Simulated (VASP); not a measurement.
Runs of VASP 6.6.1 on Be4Se. The structure is that of space group P-43m (No. 215), or close to it. The cells are those of the table. 

```tsv
task	cell	k mesh	cutoff (eV)	gap on the mesh (eV)	pressure (GPa)	relaxed volume (Å³/atom)
single point	a = 4.000 Å, 5 atoms	10 × 10 × 10	520	none	0.2	-
single point	a = 5.899 Å, 5 atoms	4 × 4 × 4	520	none	(b)	-
relaxation of cell and atoms	relaxed from a = 5.899 Å, 5 atoms	4 × 4 × 4	600	none	0.0	(a)
single point	a = 3.999 Å, 5 atoms	4 × 4 × 4	520	none	0.1	-
relaxation of cell and atoms	relaxed from a = 3.999 Å, 5 atoms	10 × 10 × 10	600	none	0.0	12.83
```

Alike in all rows: level PBE; potentials or basis VASP PAW PBE potentials, release 64 (Be, Se); no spin polarisation; smearing gaussian 0.1 eV.

**Question.** Estimate the missing entries.

**Answer.** (a) 12.80; (b) -5.6.

Caveats: some runs use coarse meshes; the volume moved by over 15 % at a fixed basis, so the end points are rough (some runs).

A k mesh can miss the band edges, and the runs leave out spin-orbit coupling on Se.

A gap of «none» marks levels without a gap at the run's occupations.
